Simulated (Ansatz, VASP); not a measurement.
## Sn: VASP beside Ansatz

```
CELL_PARAMETERS angstrom
0.00000 3.23334 3.23334
3.23334 0.00000 3.23334
3.23334 3.23334 0.00000
ATOMIC_POSITIONS crystal
Sn 0.00000 0.00000 0.00000
Sn 0.25000 0.25000 0.25000
```

Alike in both runs: task single point; functional PBE; k mesh 9 × 9 × 9; occupations fermi-dirac, width 0.1 eV; no spin polarisation.

|  | VASP | Ansatz |
| --- | --- | --- |
| version | VASP 6.6.1 | Ansatz 0.2.0 |
| potentials or method | VASP PAW PBE potentials, release 64 (Sn_d), cutoff 520 eV | plane waves, PAW |
| valence electrons in the cell | 28 | 28 |

|  | VASP | Ansatz | Ansatz less VASP |
| --- | --- | --- | --- |
| pressure (GPa) | 3.8 | 3.8 | +0.05 |

With one functional, cell and mesh, what is left measures potentials, basis and numerics.
